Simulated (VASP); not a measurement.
# ZnS (a cell with a defect) in VASP: single point with PBEsol

Aim: the single point of ZnS (a cell with a defect) with PBEsol.

Program: VASP 6.6.1. These are calculated values, not measurements. Logs are shortened: lines on timing, memory, paths and dates and some standing lists are left out, and cuts for length are marked.

### Step 1. The cell of the first run

The cell holds a defect, 62 atoms: a = 10.713 Å, b = 10.713 Å, c = 10.713 Å, α = 90.00°, β = 90.00°, γ = 90.00°.

### Step 2. Single point, PBEsol

INCAR

```
SYSTEM = ZnS
PREC = Accurate
ENCUT = 400
EDIFF = 1E-6
ISMEAR = -1
SIGMA = 0.05
LREAL = Auto
LASPH = .True.
NELM = 120
ALGO = Normal
ISIF = 2
LWAVE = .False.
LCHARG = .True.
GGA = PS
LELF = .True.
LVHAR = .True.
ISYM = -1
NBANDS = 316
GGA_COMPAT = .False.
```

KPOINTS

```
explicit points
1
Reciprocal
  0.25000000   0.25000000   0.25000000 1
```

POSCAR

```
ZnS
1.0
   10.7125360000      0.0000000000      0.0000000000
    0.0000000000     10.7125360000      0.0000000000
    0.0000000000      0.0000000000     10.7125360000
Zn S
31 31
Direct
    0.0007770000      0.0008000000      0.0033330000
    0.9678660000      0.9680160000      0.4692180000
    0.9980750000      0.5028660000      0.0027620000
    0.0011380000      0.5032350000      0.4994440000
    0.5027760000      0.9980700000      0.0028020000
    0.5032230000      0.0011920000      0.4994140000
    0.5012200000      0.5012580000      0.0001850000
    0.2514950000      0.2515350000      0.0042230000
    0.2884800000      0.2885730000      0.4735690000
    0.2520740000      0.7481790000      0.0024330000
    0.2551180000      0.7410440000      0.4947170000
    0.7481430000      0.2521120000      0.0024590000
    0.7410110000      0.2551890000      0.4948010000
    0.7486850000      0.7487210000      0.0002490000
    0.7409850000      0.7410200000      0.5043380000
    0.2515670000      0.0016650000      0.2487130000
    0.2836030000      0.9684620000      0.7803120000
    0.2565450000      0.5095560000      0.2517710000
    0.2535490000      0.5000650000      0.7473550000
    0.7478030000      0.9993380000      0.2491080000
    0.7456650000      0.0001420000      0.7490950000
    0.7443750000      0.4957270000      0.2554020000
    0.7415170000      0.5084080000      0.7436030000
    0.0016070000      0.2516510000      0.2486610000
    0.9684730000      0.2835820000      0.7804130000
    0.9992750000      0.7478570000      0.2491260000
    0.0001340000      0.7457150000      0.7490840000
    0.5095310000      0.2565790000      0.2518010000
    0.5000180000      0.2535390000      0.7474280000
    0.4956950000      0.7444090000      0.2553980000
    0.5083930000      0.7415400000      0.7435850000
    0.1253230000      0.1253810000      0.1252630000
    0.1247180000      0.6255230000      0.1244990000
    0.1258470000      0.6251170000      0.6249200000
    0.6254430000      0.1247510000      0.1244790000
    0.6250710000      0.1258710000      0.6249310000
    0.6252550000      0.6252950000      0.1259840000
    0.6144080000      0.6144240000      0.6143310000
    0.3760150000      0.3760410000      0.1257460000
    0.3810080000      0.3809920000      0.6296510000
    0.3754450000      0.8748700000      0.1259660000
    0.3767900000      0.8723960000      0.6211220000
    0.8748470000      0.3755470000      0.1259090000
    0.8724200000      0.3767740000      0.6211920000
    0.8747720000      0.8748260000      0.1245270000
    0.8716820000      0.8717170000      0.6273070000
    0.3775240000      0.1254270000      0.3726940000
    0.3776370000      0.1270450000      0.8783250000
    0.3817570000      0.6187080000      0.3809610000
    0.3754470000      0.6264680000      0.8746480000
    0.8736120000      0.1280470000      0.3738380000
    0.8735330000      0.1224670000      0.8757500000
    0.8742150000      0.6253990000      0.3746500000
    0.8735920000      0.6239590000      0.8739510000
    0.1253690000      0.3775870000      0.3726570000
    0.1270560000      0.3777320000      0.8783080000
    0.1279280000      0.8737090000      0.3739020000
    0.1224490000      0.8736160000      0.8757310000
    0.6186920000      0.3817870000      0.3809710000
    0.6264290000      0.3754690000      0.8746640000
    0.6253780000      0.8742570000      0.3746280000
    0.6238840000      0.8736160000      0.8739570000
```

Potentials or basis: VASP PAW PBE potentials, release 64 (Zn, S).

Run with:

```
cat potpaw_PBE.64/Zn/POTCAR potpaw_PBE.64/S/POTCAR > POTCAR
mpirun -np 1 vasp_std > vasp.out
```

OUTCAR:

```text
SYSTEM = ZnS
   PREC = Accurate
   ENCUT = 400
   EDIFF = 1E-6
   ISMEAR = -1
   LREAL = Auto
   LASPH = .True.
   NELM = 120
   ISIF = 2
   GGA = PS
   ISYM = -1

 ion  position               nearest neighbor table
   1  0.001  0.001  0.003-  32 2.30  45 2.31  58 2.33  52 2.33
   2  0.968  0.968  0.469-  46 2.23  51 2.24  57 2.24
   3  0.998  0.503  0.003-  33 2.30  43 2.31  54 2.32  56 2.34
   4  0.001  0.503  0.499-  34 2.30  53 2.31  55 2.33  44 2.33
   5  0.503  0.998  0.003-  35 2.30  41 2.31  62 2.32  48 2.34
   6  0.503  0.001  0.499-  36 2.30  61 2.31  47 2.33  42 2.33
   7  0.501  0.501  0.000-  37 2.31  39 2.33  60 2.33  50 2.33
   8  0.251  0.252  0.004-  39 2.29  32 2.31  48 2.33  56 2.33
   9  0.288  0.289  0.474-  40 2.18  55 2.27  47 2.27
  10  0.252  0.748  0.002-  33 2.30  50 2.31  41 2.31  58 2.36
  11  0.255  0.741  0.495-  49 2.25  34 2.32  42 2.35  57 2.36
  12  0.748  0.252  0.002-  35 2.30  60 2.31  43 2.31  52 2.36
  13  0.741  0.255  0.495-  59 2.25  36 2.32  44 2.35  51 2.36
  14  0.749  0.749  0.000-  37 2.30  54 2.33  62 2.33  45 2.33
  15  0.741  0.741  0.504-  38 2.25  53 2.35  61 2.35  46 2.38
  16  0.252  0.002  0.249-  32 2.31  41 2.31  47 2.31  57 2.33
  17  0.284  0.968  0.780-  42 2.23  48 2.24  58 2.25
  18  0.257  0.510  0.252-  49 2.25  33 2.32  39 2.35  55 2.38
  19  0.254  0.500  0.747-  40 2.25  34 2.32  50 2.32  56 2.35
  20  0.748  0.999  0.249-  35 2.30  61 2.31  45 2.33  51 2.35
  21  0.746  0.000  0.749-  36 2.29  62 2.31  46 2.33  52 2.33
  22  0.744  0.496  0.255-  59 2.26  37 2.34  53 2.34  43 2.35
  23  0.742  0.508  0.744-  38 2.25  54 2.34  60 2.35  44 2.38
  24  0.002  0.252  0.249-  32 2.31  43 2.31  55 2.31  51 2.33
  25  0.968  0.284  0.780-  44 2.23  56 2.24  52 2.25
  26  0.999  0.748  0.249-  33 2.30  53 2.31  45 2.33  57 2.35
  27  0.000  0.746  0.749-  34 2.29  54 2.31  46 2.33  58 2.33
  28  0.510  0.257  0.252-  59 2.25  35 2.32  39 2.35  47 2.38
  29  0.500  0.254  0.747-  40 2.25  36 2.32  60 2.32  48 2.35
  30  0.496  0.744  0.255-  49 2.26  37 2.34  61 2.34  41 2.35
  31  0.508  0.742  0.744-  38 2.25  62 2.34  50 2.35  42 2.38
  32  0.125  0.125  0.125-   1 2.30  24 2.31  16 2.31   8 2.31
  33  0.125  0.626  0.124-   3 2.30  10 2.30  26 2.30  18 2.32
  34  0.126  0.625  0.625-  27 2.29   4 2.30  19 2.32  11 2.32
  35  0.625  0.125  0.124-   5 2.30  12 2.30  20 2.30  28 2.32
  36  0.625  0.126  0.625-  21 2.29   6 2.30  29 2.32  13 2.32
  37  0.625  0.625  0.126-  14 2.30   7 2.31  30 2.34  22 2.34
  38  0.614  0.614  0.614-  31 2.25  23 2.25  15 2.25
  39  0.376  0.376  0.126-   8 2.29   7 2.33  18 2.35  28 2.35
  40  0.381  0.381  0.630-   9 2.18  19 2.25  29 2.25
  41  0.375  0.875  0.126-  16 2.31  10 2.31   5 2.31  30 2.35
  42  0.377  0.872  0.621-  17 2.23   6 2.33  11 2.35  31 2.38
  43  0.875  0.376  0.126-  24 2.31  12 2.31   3 2.31  22 2.35
  44  0.872  0.377  0.621-  25 2.23   4 2.33  13 2.35  23 2.38
  45  0.875  0.875  0.125-   1 2.31  20 2.33  26 2.33  14 2.33
  46  0.872  0.872  0.627-   2 2.23  21 2.33  27 2.33  15 2.38
  47  0.378  0.125  0.373-   9 2.27  16 2.31   6 2.33  28 2.38
  48  0.378  0.127  0.878-  17 2.24   8 2.33   5 2.34  29 2.35
  49  0.382  0.619  0.381-  11 2.25  18 2.25  30 2.26
  50  0.375  0.626  0.875-  10 2.31  19 2.32   7 2.33  31 2.35
  51  0.874  0.128  0.374-   2 2.24  24 2.33  20 2.35  13 2.36
  52  0.874  0.122  0.876-  25 2.25   1 2.33  21 2.33  12 2.36
  53  0.874  0.625  0.375-  26 2.31   4 2.31  22 2.34  15 2.35
  54  0.874  0.624  0.874-  27 2.31   3 2.32  14 2.33  23 2.34
  55  0.125  0.378  0.373-   9 2.27  24 2.31   4 2.33  18 2.38
  56  0.127  0.378  0.878-  25 2.24   8 2.33   3 2.34  19 2.35
  57  0.128  0.874  0.374-   2 2.24  16 2.33  26 2.35  11 2.36
  58  0.122  0.874  0.876-  17 2.25   1 2.33  27 2.33  10 2.36
  59  0.619  0.382  0.381-  13 2.25  28 2.25  22 2.26
  60  0.626  0.375  0.875-  12 2.31  29 2.32   7 2.33  23 2.35
  61  0.625  0.874  0.375-  20 2.31   6 2.31  30 2.34  15 2.35
  62  0.624  0.874  0.874-  21 2.31   5 2.32  14 2.33  31 2.34

IMPORTANT INFORMATION: All symmetrisations will be switched off!
NOSYMM: (Re-)initialisation of all symmetry stuff for point group C_1.

----------------------------------------------------------------------------------------

                                     Primitive cell

  volume of cell :    1229.3538

  direct lattice vectors                    reciprocal lattice vectors
    10.712536000  0.000000000  0.000000000     0.093348578  0.000000000  0.000000000
     0.000000000 10.712536000  0.000000000     0.000000000  0.093348578  0.000000000
     0.000000000  0.000000000 10.712536000     0.000000000  0.000000000  0.093348578

  length of vectors
    10.712536000 10.712536000 10.712536000     0.093348578  0.093348578  0.093348578

  position of ions in fractional coordinates (direct lattice)
     0.000777000  0.000800000  0.003333000
     0.967866000  0.968016000  0.469218000
     0.998075000  0.502866000  0.002762000
     0.001138000  0.503235000  0.499444000
     0.502776000  0.998070000  0.002802000
     0.503223000  0.001192000  0.499414000
[... 54 lines left out ...]
     0.625378000  0.874257000  0.374628000
     0.623884000  0.873616000  0.873957000

  ion indices of the primitive-cell ions
   primitive index   ion index
                 1           1
                 2           2
                 3           3
                 4           4
                 5           5
                 6           6
[... 54 lines left out ...]
                61          61
                62          62

----------------------------------------------------------------------------------------

 KPOINTS: explicit points

Read explicit list of k-points.

 Found      1 k-points:

 Following reciprocal coordinates:
            Coordinates               Weight
  0.250000  0.250000  0.250000      1.000000
   k-points           NKPTS =      1   k-points in BZ     NKDIM =      1   number of bands    NBANDS=    316
   number of dos      NEDOS =    301   number of ions     NIONS =     62
   total plane-waves  NPLWV = 343000
   dimension x,y,z NGX =    70 NGY =   70 NGZ =   70
   dimension x,y,z NGXF=   140 NGYF=  140 NGZF=  140
   ions per type =              31  31
   NGX,Y,Z   is equivalent  to a cutoff of  10.86, 10.86, 10.86 a.u.
   NGXF,Y,Z  is equivalent  to a cutoff of  21.73, 21.73, 21.73 a.u.
 SYSTEM =  ZnS
   PREC   = accura    normal or accurate (medium, high low for compatibility)
   ISTART =      0    job   : 0-new  1-cont  2-samecut
   ICHARG =      2    charge: 1-file 2-atom 10-const
   ISPIN  =      1    spin polarized calculation?
   LNONCOLLINEAR =      F non collinear calculations
   LSORBIT =      F    spin-orbit coupling
   LASPH  =      T    aspherical Exc in radial PAW
   ENCUT  =  400.0 eV  29.40 Ry    5.42 a.u.  17.47 17.47 17.47*2*pi/ulx,y,z
   NELM   =    120;   NELMIN=  2; NELMDL= -5     # of ELM steps
   EDIFF  = 0.1E-05   stopping-criterion for ELM
   LREAL  =      T    real-space projection
   EDIFFG = 0.1E-04   stopping-criterion for IOM
   NSW    =      0    number of steps for IOM
   IBRION =     -1    ionic relax: 0-MD 1-quasi-New 2-CG
   NFREE  =      0    steps in history (QN), initial steepest desc. (CG)
   ISIF   =      2    stress and relaxation
   ISYM   =     -1    0-nonsym 1-usesym 2-fastsym
   POTIM  = 0.5000    time-step for ionic-motion
   TEBEG  =    0.0;   TEEND  =   0.0 temperature during run
   PSTRESS=    0.0 pullay stress
   NELECT =     558.0000    total number of electrons
   NUPDOWN=      -1.0000    fix difference up-down
   EMIN   =  10.00;   EMAX   =-10.00  energy-range for DOS
   EFERMI =   0.00;   METHOD = LEGACY
   ISMEAR =    -1;   SIGMA  =   0.05  broadening in eV -4-tet -1-fermi 0-gaus
   EFERMI_NEDOS =   21; number of points for ismear=-14 and -15
   IALGO  =     38    algorithm
   IMIX   =      4    mixing-type and parameters
     AMIX     =   0.40;   BMIX     =  1.00
     AMIX_MAG =   1.60;   BMIX_MAG =  1.00
  volume/ion in A,a.u.               =      19.83       133.81
  Fermi-wavevector in a.u.,A,eV,Ry     =   1.258135  2.377531 21.536715  1.582904
  Thomas-Fermi vector in A             =   2.391760
   LORBIT       =      0    0 simple, 1 ext, 2 COOP (PROOUT), +10 PAW based schemes
   GGA     = PS    functional components
   LHFCALC =     F    Hartree Fock is set to
   AEXX    =    0.0000 exact exchange contribution
   IVDW    =     0    specifies the selected vdW correction
   LEPSILON=     F    determine dielectric tensor
   LRPA    =     F    only Hartree local field effects (RPA)
 non-spin polarized calculation
  energy-cutoff  :      400.00
  volume of cell :     1229.35
 maximum number of plane-waves:     22331
 NGX is ok and might be reduce to    70
   NGX = 35   NGY = 35   NGZ = 35

 number of electron     557.9999957 magnetization

 Free energy of the ion-electron system (eV)
  ---------------------------------------------------
  ext. energy  EPLUGINS =         0.00000000
  ---------------------------------------------------
  free energy    TOTEN  =      -231.62144460 eV

  energy without entropy =     -231.62144460  energy(sigma->0) =     -231.62144460

 E-fermi :   3.3046     XC(G=0):  -9.7736

 val. band max:        2.0889427924   @ k =   0.2500   0.2500   0.2500
 cond. band min:       4.6443747692   @ k =   0.2500   0.2500   0.2500
 fundamental gap:      2.5554319769
 Fermi energy:         3.3045884848

 k-point     1 :       0.2500    0.2500    0.2500
  band No.  band energies     occupation
      1     -11.2436      2.00000
      2     -10.9835      2.00000
      3     -10.9627      2.00000
      4     -10.8962      2.00000
      5     -10.7383      2.00000
      6     -10.7080      2.00000
[... 283 lines left out ...]
    290       5.9537      0.00000
    291       6.0090      0.00000
 [bands above 291 left out]

------------------------ aborting loop because EDIFF is reached ----------------------------------------

  FORCE on cell =-STRESS in cart. coord.  units (eV):
  Direction    XX          YY          ZZ          XY          YZ          ZX
  --------------------------------------------------------------------------------------
  -------------------------------------------------------------------------------------
  Total        1.8760462      1.8768128      3.0086303     -2.3950085     -1.9989607     -2.0004466
  in kB        2.4449908      2.4459899      3.9210513     -3.1213377     -2.6051813     -2.6071178
  external PRESSURE =       2.9373440 kB  Pullay stress =       0.0000000 kB

 VOLUME and BASIS-vectors are now :
 -----------------------------------------------------------------------------
  energy-cutoff  :      400.00
  volume of cell :     1229.35
      direct lattice vectors                 reciprocal lattice vectors
    10.712536000  0.000000000  0.000000000     0.093348578  0.000000000  0.000000000
     0.000000000 10.712536000  0.000000000     0.000000000  0.093348578  0.000000000
     0.000000000  0.000000000 10.712536000     0.000000000  0.000000000  0.093348578

 POSITION                                       TOTAL-FORCE (eV/Angst)
 -----------------------------------------------------------------------------------
      0.00832      0.00857      0.03570         0.000151      0.001167     -0.000092
     10.36830     10.36991      5.02651         0.004625      0.003061     -0.003853
     10.69191      5.38697      0.02959         0.004541     -0.007333     -0.004115
      0.01219      5.39092      5.35031         0.003018     -0.001346      0.002929
      5.38601     10.69186      0.03002        -0.007728      0.004350     -0.005057
      5.39079      0.01277      5.34999        -0.002331      0.002756      0.003196
[... 54 lines left out ...]
      6.69938      9.36551      4.01322         0.002214     -0.002955      0.002265
      6.68338      9.35864      9.36230         0.003451     -0.000362     -0.001605
 -----------------------------------------------------------------------------------
    total drift:                               -0.004447     -0.004838     -0.012028

  FREE ENERGIE OF THE ION-ELECTRON SYSTEM (eV)
  ---------------------------------------------------
  free  energy   TOTEN  =      -231.6214446021 eV

  energy  without entropy=     -231.6214446020  energy(sigma->0) =     -231.62144460
```

Wall time 24 min (1 thread of AMD EPYC, shared host); peak memory 0.73 GiB.

What came out:

* Free energy: -231.6214 eV
* Pressure: 0.3 GPa
* Largest force: 0.022 eV/Å
* Band gap on the k mesh: 2.56 eV

Forces in eV/Å, atoms in the order of the input:
```
Zn   0.000  0.001  0.000
Zn   0.005  0.003 -0.004
Zn   0.005 -0.007 -0.004
Zn   0.003 -0.001  0.003
Zn  -0.008  0.004 -0.005
Zn  -0.002  0.003  0.003
Zn  -0.003 -0.003  0.000
Zn  -0.003 -0.002  0.004
Zn  -0.009 -0.011  0.006
Zn  -0.006  0.002 -0.003
Zn   0.004 -0.001 -0.004
Zn   0.001 -0.005 -0.003
Zn  -0.001  0.004 -0.005
Zn  -0.004 -0.003  0.003
Zn  -0.005 -0.005  0.006
Zn  -0.002  0.008 -0.001
Zn  -0.005  0.004 -0.002
Zn   0.009  0.003  0.004
Zn   0.003 -0.002 -0.004
Zn  -0.002  0.004  0.000
Zn  -0.007  0.002 -0.002
Zn  -0.007 -0.005  0.005
Zn  -0.004  0.001 -0.004
Zn   0.007 -0.002 -0.001
Zn   0.004 -0.003 -0.004
Zn   0.004 -0.002  0.001
Zn   0.002 -0.006 -0.001
Zn   0.002  0.008  0.003
Zn  -0.002  0.001 -0.005
Zn  -0.005 -0.007  0.005
Zn   0.001 -0.005 -0.003
S   -0.001 -0.002 -0.001
S    0.001  0.006  0.001
S    0.001  0.000  0.001
S    0.007  0.001  0.002
S    0.001  0.001  0.003
S    0.005  0.005  0.000
S   -0.005 -0.006 -0.010
S    0.000 -0.001  0.000
S    0.015  0.017 -0.003
S    0.006  0.002  0.002
S   -0.004 -0.002 -0.005
S    0.001  0.004  0.003
S   -0.003 -0.003 -0.005
S    0.003  0.002 -0.003
S    0.004  0.005  0.002
S    0.001 -0.009 -0.004
S    0.002  0.003  0.000
S    0.009 -0.014  0.010
S    0.003  0.003  0.000
S   -0.005 -0.002  0.007
S    0.002  0.001  0.001
S   -0.002  0.002  0.001
S   -0.001  0.002 -0.003
S   -0.009  0.001 -0.002
S    0.003  0.000  0.001
S   -0.001 -0.006  0.005
S    0.002  0.000 -0.001
S   -0.014  0.009  0.010
S    0.003  0.004 -0.001
S    0.002 -0.003  0.002
S    0.003  0.000 -0.002
```

Levels at points of the mesh, in eV from the valence-band top:
```tsv
k point	band 277	band 278	band 279	band 280	band 281	band 282
(0.25, 0.25, 0.25)	-0.29	-0.05	0.00	2.56	2.76	3.20
```

Caveat: the PAW data sets were made with another functional, which shifts forces and pressure a little.
